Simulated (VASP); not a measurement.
Here is a VASP 6.6.1 calculation.

The input INCAR:

```
SYSTEM = Bi
PREC = Accurate ; ENCUT = 520
EDIFF = 1E-6 ; ISMEAR = -1
SIGMA = 0.1 ; LREAL = .FALSE.
LASPH = .TRUE. ; NELM = 100
ALGO = Normal ; ISIF = 2
LWAVE = .FALSE. ; LCHARG = .TRUE.
GGA = PE ; LELF = .TRUE.
LVHAR = .TRUE. ; NBANDS = 38
```

The input KPOINTS:

```
regular mesh
0
G
  12 12 3
  0 0 0
```

File POSCAR:

```
Bi
1.0
    3.6167849730      0.0000000000      0.0000000000
   -1.8083924865      3.1322276666      0.0000000000
    0.0000000000      0.0000000000     12.0955319509
Bi
4
Direct
    1.0000000000      0.0000000000      0.0000000000
    0.0000000000      0.0000000000      0.5000000000
    0.3333333333      0.6666666667      0.2500000000
    0.6666666667      0.3333333333      0.7500000000
```

Potentials or basis: VASP PAW PBE potentials, release 64 (Bi_d).

The run is started by

```console
$ cat potpaw_PBE.64/Bi_d/POTCAR > POTCAR
$ mpirun -np 1 vasp_std > vasp.out
```

Problem. Estimate the pressure.

Solution. -3.5 GPa.

Problem. What does it give for the band gap on the k mesh?

Solution. Zero (band 30 reaches 10.60 eV, above the bottom of band 31 at 5.10 eV).

Stress tensor (GPa, compression positive):
```
-3.61  0.00  0.00
 0.00 -3.61  0.00
 0.00  0.00 -3.18
```

Caveat: spin-orbit coupling is left out, which moves the levels of the heavy elements.
